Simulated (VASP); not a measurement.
A run of VASP 6.6.1 is set up as follows.

Contents of INCAR:

```
SYSTEM = CdS
  ALGO = Normal
  EDIFF = 1E-6
  EDIFFG = -0.005
  ENCUT = 600
  GGA = PE
  IBRION = 2
  ISIF = 3
  ISMEAR = -1
  LASPH = .True.
  LCHARG = .False.
  LREAL = .False.
  LWAVE = .False.
  NELM = 60
  NSW = 32
  PREC = Accurate
  PSTRESS = 590.0
  SIGMA = 0.08
```

The input KPOINTS:

```
k-points
0
Gamma
  13 13 13
  0 0 0
```

POSCAR

```
CdS
1.0
    0.0000000000      2.5748059087      2.5748059087
    2.5748059087      0.0000000000      2.5748059087
    2.5748059087      2.5748059087      0.0000000000
Cd S
1 1
Direct
    0.0000000000      0.0000000000      0.0000000000
    0.2500000000      0.2500000000      0.2500000000
```

Potentials or basis: VASP PAW PBE potentials, release 64 (Cd, S).

Launch:

```bash
$ cat potpaw_PBE.64/Cd/POTCAR potpaw_PBE.64/S/POTCAR > POTCAR
$ mpirun -np 1 vasp_std > vasp.out
```

(1) Estimate the band gap on the k mesh.

(2) What does it give for the relaxed cell?

Answers

(1) 1.80 eV, direct.

(2) a = 3.648 Å, b = 3.648 Å, c = 3.648 Å, α = 60.00°, β = 60.00°, γ = 60.00°.

Caveat: the cell is relaxed towards a set pressure, so the enthalpy falls and the energy may rise.
